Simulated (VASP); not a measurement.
# Al (I4/mmm) in VASP: notebook

Runs on Al. Level: PBEsol+D3(BJ). Tasks: single point.

All numbers are computed with VASP 6.6.1; they aren't measurements. Logs are shortened: lines on timing, memory, paths and dates and some standing lists are left out, and cuts for length are marked.

**1. The cell of the first run**

The structure is tetragonal, space group I4/mmm (No. 139). The conventional cell has a = 2.905 Å, b = 2.905 Å, c = 4.048 Å, α = 90.00°, β = 90.00°, γ = 90.00°. Al (site symmetry 4/mmm) has 12 Al at 2.88 to 2.91 Å within 3.8 Å.

**2. Single point, PBEsol+D3(BJ) (strain +0.015 along x and y, +0.000 along z)**

INCAR

```
SYSTEM = Al
PREC = Accurate
ENCUT = 520
EDIFF = 1E-6
ISMEAR = 0
SIGMA = 0.15
LREAL = .FALSE.
LASPH = .TRUE.
NELM = 100
ALGO = Fast
ISIF = 2
LWAVE = .FALSE.
LCHARG = .FALSE.
GGA = PS
IVDW = 12
NBANDS = 8
```

KPOINTS

```
Automatic mesh
0
G
  20 20 20
  0 0 0
```

POSCAR

```
Al
1.0
    0.0000000000      2.0543397000      2.0239800000
    2.0543397000      0.0000000000      2.0239800000
    2.0543397000      2.0543397000      0.0000000000
Al
1
Direct
    0.0000000000      0.0000000000      0.0000000000
```

Potentials or basis: VASP PAW PBE potentials, release 64 (Al).

On the command line:

```bash
cat potpaw_PBE.64/Al/POTCAR > POTCAR
mpirun -np 1 vasp_std > vasp.out
```

OUTCAR:

```text
SYSTEM = Al
   PREC = Accurate
   ENCUT = 520
   EDIFF = 1E-6
   ISMEAR = 0
   LREAL = .FALSE.
   LASPH = .TRUE.
   NELM = 100
   ISIF = 2
   GGA = PS
   IVDW = 12
 IVDW          = 12

 ion  position               nearest neighbor table
   1  0.000  0.000  0.000-

  LATTYP: Found a body centered tetragonal cell.
 ALAT       =     2.9052750655
 C/A-ratio  =     1.3933138546

  Lattice vectors:

 A1 = (   0.0000000000,  -2.0543397000,  -2.0239800000)
 A2 = (   0.0000000000,   2.0543397000,  -2.0239800000)
 A3 = (   2.0543397000,   0.0000000000,   2.0239800000)

Analysis of symmetry for initial positions (statically):
=====================================================================
 Subroutine PRICEL returns:
 Original cell was already a primitive cell.

 Routine SETGRP: Setting up the symmetry group for a
 body centered tetragonal supercell.

 Subroutine GETGRP returns: Found 16 space group operations
 (whereof 16 operations were pure point group operations)
 out of a pool of 16 trial point group operations.

The static configuration has the point symmetry D_4h.

Analysis of symmetry for dynamics (positions and initial velocities):
=====================================================================
 Subroutine PRICEL returns:
 Original cell was already a primitive cell.

 Routine SETGRP: Setting up the symmetry group for a
 body centered tetragonal supercell.

 Subroutine GETGRP returns: Found 16 space group operations
 (whereof 16 operations were pure point group operations)
 out of a pool of 16 trial point group operations.

The dynamic configuration has the point symmetry D_4h.

 Subroutine INISYM returns: Found 16 space group operations
 (whereof 16 operations are pure point group operations),
 and found     1 'primitive' translations

----------------------------------------------------------------------------------------

                                     Primitive cell

  volume of cell :      17.0837

  direct lattice vectors                    reciprocal lattice vectors
     0.000000000  2.054339700  2.023980000    -0.243387206  0.243387206  0.247038014
     2.054339700  0.000000000  2.023980000     0.243387206 -0.243387206  0.247038014
     2.054339700  2.054339700  0.000000000     0.243387206  0.243387206 -0.247038014

  length of vectors
     2.883887419  2.883887419  2.905275065     0.423677288  0.423677288  0.423677288

  position of ions in fractional coordinates (direct lattice)
     0.000000000  0.000000000  0.000000000

  ion indices of the primitive-cell ions
   primitive index   ion index
                 1           1

----------------------------------------------------------------------------------------

 KPOINTS: Automatic mesh

Automatic generation of k-mesh.
 Grid dimensions read from file:
 generate k-points for:   20   20   20

 Generating k-lattice:

  Cartesian coordinates                     Fractional coordinates (reciprocal lattice)
    -0.012169360  0.012169360  0.012351901     0.050000000  0.000000000  0.000000000
     0.012169360 -0.012169360  0.012351901     0.000000000  0.050000000  0.000000000
     0.012169360  0.012169360 -0.012351901     0.000000000  0.000000000  0.050000000

  Length of vectors
     0.021183864  0.021183864  0.021183864

  Shift w.r.t. Gamma in fractional coordinates (k-lattice)
     0.000000000  0.000000000  0.000000000

 Subroutine IBZKPT returns following result:
 ===========================================

 Found    641 irreducible k-points:

 Following reciprocal coordinates:
            Coordinates               Weight
  0.000000  0.000000  0.000000      1.000000
  0.050000  0.000000  0.000000      8.000000
  0.100000  0.000000  0.000000      8.000000
  0.150000  0.000000  0.000000      8.000000
  0.200000  0.000000  0.000000      8.000000
  0.250000  0.000000  0.000000      8.000000
[... 16 lines left out ...]
 -0.400000  0.050000  0.000000      8.000000
 -0.350000  0.050000  0.000000      8.000000
 [... further k-points ...]
   k-points           NKPTS =    641   k-points in BZ     NKDIM =    641   number of bands    NBANDS=      8
   number of dos      NEDOS =    301   number of ions     NIONS =      1
   total plane-waves  NPLWV =  13824
   dimension x,y,z NGX =    24 NGY =   24 NGZ =   24
   dimension x,y,z NGXF=    48 NGYF=   48 NGZF=   48
   ions per type =               1
   NGX,Y,Z   is equivalent  to a cutoff of  13.84, 13.84, 13.73 a.u.
   NGXF,Y,Z  is equivalent  to a cutoff of  27.67, 27.67, 27.47 a.u.
 SYSTEM =  Al
   PREC   = accura    normal or accurate (medium, high low for compatibility)
   ISTART =      0    job   : 0-new  1-cont  2-samecut
   ICHARG =      2    charge: 1-file 2-atom 10-const
   ISPIN  =      1    spin polarized calculation?
   LNONCOLLINEAR =      F non collinear calculations
   LSORBIT =      F    spin-orbit coupling
   LASPH  =      T    aspherical Exc in radial PAW
   ENCUT  =  520.0 eV  38.22 Ry    6.18 a.u.   5.36  5.36  5.40*2*pi/ulx,y,z
   NELM   =    100;   NELMIN=  2; NELMDL= -5     # of ELM steps
   EDIFF  = 0.1E-05   stopping-criterion for ELM
   LREAL  =      F    real-space projection
   EDIFFG = 0.1E-04   stopping-criterion for IOM
   NSW    =      0    number of steps for IOM
   IBRION =     -1    ionic relax: 0-MD 1-quasi-New 2-CG
   NFREE  =      0    steps in history (QN), initial steepest desc. (CG)
   ISIF   =      2    stress and relaxation
   ISYM   =      2    0-nonsym 1-usesym 2-fastsym
   POTIM  = 0.5000    time-step for ionic-motion
   TEBEG  =    0.0;   TEEND  =   0.0 temperature during run
   PSTRESS=    0.0 pullay stress
   NELECT =       3.0000    total number of electrons
   NUPDOWN=      -1.0000    fix difference up-down
   EMIN   =  10.00;   EMAX   =-10.00  energy-range for DOS
   EFERMI =   0.00;   METHOD = LEGACY
   ISMEAR =     0;   SIGMA  =   0.15  broadening in eV -4-tet -1-fermi 0-gaus
   EFERMI_NEDOS =   21; number of points for ismear=-14 and -15
   IALGO  =     68    algorithm
   IMIX   =      4    mixing-type and parameters
     AMIX     =   0.40;   BMIX     =  1.00
     AMIX_MAG =   1.60;   BMIX_MAG =  1.00
  volume/ion in A,a.u.               =      17.08       115.29
  Fermi-wavevector in a.u.,A,eV,Ry     =   0.916759  1.732423 11.434967  0.840446
  Thomas-Fermi vector in A             =   2.041650
   LORBIT       =      0    0 simple, 1 ext, 2 COOP (PROOUT), +10 PAW based schemes
   GGA     = PS    functional components
   LHFCALC =     F    Hartree Fock is set to
   AEXX    =    0.0000 exact exchange contribution
   IVDW    =    12    specifies the selected vdW correction
   LEPSILON=     F    determine dielectric tensor
   LRPA    =     F    only Hartree local field effects (RPA)
 non-spin polarized calculation
 RMM-DIIS sequential band-by-band and
 Gauss-broadening in eV      SIGMA  =   0.15
  energy-cutoff  :      520.00
  volume of cell :       17.08
 maximum number of plane-waves:       481
 NGX is ok and might be reduce to    24
   NGX = 11   NGY = 11   NGZ = 11

 number of electron       3.0000000 magnetization

 Free energy of the ion-electron system (eV)
  ---------------------------------------------------
  ext. energy  EPLUGINS =         0.00000000
  ---------------------------------------------------
  free energy    TOTEN  =        -4.08263070 eV

  energy without entropy =       -4.07781578  energy(sigma->0) =       -4.08022324

 E-fermi :   7.6247     XC(G=0): -10.1310

 val. band max:        7.6213501415   @ k =  -0.3500   0.1000   0.4000
 cond. band min:       7.6258620762   @ k =   0.5000   0.4000   0.0000
 fundamental gap:      0.0045119347
 Fermi energy:         7.6246640282

 k-point     1 :       0.0000    0.0000    0.0000
  band No.  band energies     occupation
      1      -3.2995      2.00000
      2      19.9488      0.00000
      3      19.9488      0.00000
      4      20.1045      0.00000
      5      21.2028      0.00000
      6      21.2468      0.00000
      7      21.2468      0.00000
      8      23.8280      0.00000

 k-point     2 :       0.0500    0.0000    0.0000
  band No.  band energies     occupation
      1      -3.2331      2.00000
      2      18.6708      0.00000
      3      19.6545      0.00000
      4      19.7597      0.00000
      5      21.6130      0.00000
      6      21.6411      0.00000
      7      21.8281      0.00000
      8      24.5155      0.00000

 k-point     3 :       0.1000    0.0000    0.0000
  band No.  band energies     occupation
      1      -3.0341      2.00000
      2      16.7249      0.00000
      3      19.1671      0.00000
      4      19.2853      0.00000
      5      21.9833      0.00000
      6      22.3833      0.00000
      7      22.4028      0.00000
      8      25.0939      0.00000

 k-point     4 :       0.1500    0.0000    0.0000
  band No.  band energies     occupation
      1      -2.7029      2.00000
      2      14.7442      0.00000
      3      18.7264      0.00000
      4      18.8675      0.00000
      5      21.8807      0.00000
      6      23.0408      0.00000
      7      23.1509      0.00000
      8      24.4246      0.00000

 k-point     5 :       0.2000    0.0000    0.0000
  band No.  band energies     occupation
      1      -2.2406      2.00000
      2      12.8118      0.00000
      3      18.3779      0.00000
      4      18.5449      0.00000
      5      21.7325      0.00000
      6      22.6152      0.00000
      7      23.0307      0.00000
      8      24.9082      0.00000
[... 177 lines left out ...]
 k-point    22 :      -0.4500    0.0500    0.0000
  band No.  band energies     occupation
      1       2.4166      2.00000
      2       4.1511      2.00000
      3      17.3191      0.00000
      4      17.8606      0.00000
      5      19.3579      0.00000
      6      19.4521      0.00000
      7      22.5724      0.00000
      8      23.7695      0.00000

 k-point    23 :      -0.4000    0.0500    0.0000
  band No.  band energies     occupation
      1       1.2857      2.00000
      2       5.5577      2.00000
      3      17.0409      0.00000
      4      18.3453      0.00000
      5      19.2338      0.00000
      6      19.8792      0.00000
      7      22.2852      0.00000
      8      24.3347      0.00000

 k-point    24 :      -0.3500    0.0500    0.0000
  band No.  band energies     occupation
      1       0.2752      2.00000
      2       7.0767      2.00000
      3      16.8771      0.00000
      4      18.8494      0.00000
      5      19.2185      0.00000
      6      20.5090      0.00000
      7      22.1053      0.00000
      8      24.9967      0.00000

 [... further k-points ...]

------------------------ aborting loop because EDIFF is reached ----------------------------------------

 Edisp (eV)   -0.30635

 E8    (eV) :    -0.2063

  FORCE on cell =-STRESS in cart. coord.  units (eV):
  Direction    XX          YY          ZZ          XY          YZ          ZX
  --------------------------------------------------------------------------------------
  -------------------------------------------------------------------------------------
  Total      -0.72678    -0.72678    -0.72205     0.00000     0.00000     0.00000
  in kB     -68.16090   -68.16090   -67.71681     0.00000     0.00000     0.00000
  external pressure =      -68.01 kB  Pullay stress =        0.00 kB

 VOLUME and BASIS-vectors are now :
 -----------------------------------------------------------------------------
  energy-cutoff  :      520.00
  volume of cell :       17.08
      direct lattice vectors                 reciprocal lattice vectors
     0.000000000  2.054339700  2.023980000    -0.243387206  0.243387206  0.247038014
     2.054339700  0.000000000  2.023980000     0.243387206 -0.243387206  0.247038014
     2.054339700  2.054339700  0.000000000     0.243387206  0.243387206 -0.247038014

 POSITION                                       TOTAL-FORCE (eV/Angst)
 -----------------------------------------------------------------------------------
      0.00000      0.00000      0.00000         0.000000      0.000000      0.000000
 -----------------------------------------------------------------------------------
    total drift:                                0.000000     -0.000000      0.000000

  FREE ENERGIE OF THE ION-ELECTRON SYSTEM (eV)
  ---------------------------------------------------
  free  energy   TOTEN  =        -4.3889763031 eV

  energy  without entropy=       -4.3841613853  energy(sigma->0) =       -4.38656884
```

Wall time 23 s (1 thread of Intel Xeon 6975P-C (Granite Rapids), shared host); peak memory 0.2 GiB.

Results:

| Item | Value |
| --- | --- |
| Free energy | -4.3890 eV |
| Pressure | -6.8 GPa |
| Dispersion energy per atom | -0.306 eV |

Levels at points of the mesh, in eV from the Fermi level:
| k point | band 1 | band 2 | band 3 | band 4 | band 5 | band 6 |
| --- | --- | --- | --- | --- | --- | --- |
| (0.00, 0.00, 0.00) | -10.92 | 12.32 | 12.32 | 12.48 | 13.58 | 13.62 |
| (0.50, 0.00, 0.00) | -4.49 | -4.36 | 10.82 | 11.08 | 11.16 | 11.40 |
| (0.50, 0.50, 0.00) | -2.73 | -1.43 | 5.10 | 5.22 | 5.22 | 8.52 |
| (0.50, 0.00, 0.50) | -2.94 | -1.74 | 5.27 | 5.44 | 5.54 | 8.80 |

Caveat: the cell differs from its parent crystal (strain +0.015 along x and y, +0.000 along z); the PAW data sets were made with another functional, which shifts forces and pressure a little; pairwise dispersion overbinds metals, which lowers pressure and volume.

**3. Single point, PBEsol+D3(BJ) (strain +0.030 along x and y, +0.000 along z)**

INCAR

```
PREC = Accurate
ENCUT = 520
EDIFF = 1E-6
ISMEAR = 0
SIGMA = 0.15
LREAL = F
LASPH = T
NELM = 100
ALGO = Fast
ISIF = 2
LWAVE = F
LCHARG = F
GGA = PS
IVDW = 12
NBANDS = 8
```

KPOINTS

```
regular mesh
0
Gamma
  20 20 20
```

POSCAR

```
Al
1.0
    0.0000000000      2.0846994000      2.0239800000
    2.0846994000      0.0000000000      2.0239800000
    2.0846994000      2.0846994000      0.0000000000
Al
1
Direct
    0.0000000000      0.0000000000      0.0000000000
```

Potentials or basis: VASP PAW PBE potentials, release 64 (Al).

On the command line:

```bash
cat potpaw_PBE.64/Al/POTCAR > POTCAR
mpirun -np 1 vasp_std > vasp.out
```

Wall time 21 s (1 thread of Intel Xeon 6975P-C (Granite Rapids), shared host); peak memory 0.2 GiB.

Results (log left out):

```yaml
Free_energy: -4.3646 eV
Pressure: -8.3 GPa
Dispersion_energy_per_atom: -0.297 eV
```

Stress tensor (GPa, compression positive):
```
-8.55  0.00  0.00
 0.00 -8.55  0.00
 0.00  0.00 -7.93
```

Levels at points of the mesh, in eV from the Fermi level:
| k point | band 1 | band 2 | band 3 | band 4 | band 5 | band 6 |
| --- | --- | --- | --- | --- | --- | --- |
| (0.00, 0.00, 0.00) | -10.72 | 12.13 | 12.13 | 12.44 | 13.19 | 13.28 |
| (0.50, 0.00, 0.00) | -4.36 | -4.31 | 10.37 | 10.81 | 11.00 | 11.40 |
| (0.50, 0.50, 0.00) | -2.51 | -1.23 | 4.93 | 4.93 | 5.00 | 8.09 |
| (0.50, 0.00, 0.50) | -2.92 | -1.82 | 5.33 | 5.35 | 5.55 | 8.64 |

Caveat: the cell differs from its parent crystal (strain +0.030 along x and y, +0.000 along z); the PAW data sets were made with another functional, which shifts forces and pressure a little; pairwise dispersion overbinds metals, which lowers pressure and volume.
